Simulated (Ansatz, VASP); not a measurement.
## Al3GaN4: VASP beside Ansatz

The input INCAR:

```
SYSTEM = Al3GaN4
PREC = Accurate
ENCUT = 520
EDIFF = 1E-6
ISMEAR = 0
SIGMA = 0.05
LREAL = .False.
LASPH = .True.
NELM = 80
ALGO = Normal
ISIF = 2
LWAVE = .False.
LCHARG = .True.
GGA = PS
LELF = .True.
LVHAR = .True.
NBANDS = 31
```

Contents of KPOINTS:

```
Automatic mesh
0
Gamma
  6 6 6
  0 0 0
```

File POSCAR:

```
Al3GaN4
1.0
    4.4840588216      0.0000000000      0.0000000000
    0.0000000000      4.4840588216      0.0000000000
    0.0000000000      0.0000000000      4.4840588216
Al Ga N
3 1 4
Direct
    0.5000000000      0.5000000000      0.0000000000
    0.5000000000      0.0000000000      0.5000000000
    0.0000000000      0.5000000000      0.5000000000
    0.0000000000      0.0000000000      0.0000000000
    0.7447140287      0.7447140287      0.2552859713
    0.7447140287      0.2552859713      0.7447140287
    0.2552859713      0.7447140287      0.7447140287
    0.2552859713      0.2552859713      0.2552859713
```

Input for Ansatz:

```yaml
crystal:
  lattice:
    - [4.4840588216, 0.0, 0.0]
    - [0.0, 4.4840588216, 0.0]
    - [0.0, 0.0, 4.4840588216]
  atoms:
    - { symbol: Al, position: [0.5, 0.5, 0.0] }
    - { symbol: Al, position: [0.5, 0.0, 0.5] }
    - { symbol: Al, position: [0.0, 0.5, 0.5] }
    - { symbol: Ga, position: [0.0, 0.0, 0.0] }
    - { symbol: "N", position: [0.7447140287, 0.7447140287, 0.2552859713] }
    - { symbol: "N", position: [0.7447140287, 0.2552859713, 0.7447140287] }
    - { symbol: "N", position: [0.2552859713, 0.7447140287, 0.7447140287] }
    - { symbol: "N", position: [0.2552859713, 0.2552859713, 0.2552859713] }
basis:
  ecutwfc: 520.0
kpoints:
  mp_grid: { grid: [6, 6, 6] }
hamiltonian:
  xc: pbesol
scf:
  occupations: { method: gaussian, width: 0.05 }
output:
  forces: true
  stress: true
  eigenvalues: true
  write_density: true
  write_potential: true
  elf: true
  volumetric_format: npy
```

Alike in both runs: task single point; functional PBEsol; k mesh 6 × 6 × 6; occupations gaussian, width 0.05 eV; no spin polarisation.

```csv
,VASP,Ansatz
version,VASP 6.6.1,Ansatz 0.2.0
potentials or method,"VASP PAW PBE potentials, release 64 (Al, Ga_d, N), cutoff 520 eV","scalar-relativistic, plane waves, PAW"
valence electrons in the cell,42,42
```

|  | VASP | Ansatz | Ansatz less VASP |
| --- | --- | --- | --- |
| gap on the k mesh at the Fermi level (eV) | 3.02 | 3.01 | -0.013 |
| least direct gap on the mesh (eV) | 3.02 | 3.01 | -0.013 |
| pressure (GPa) | -9.3 | -9.2 | +0.11 |

VASP's potentials were made for PBE, not for PBEsol.
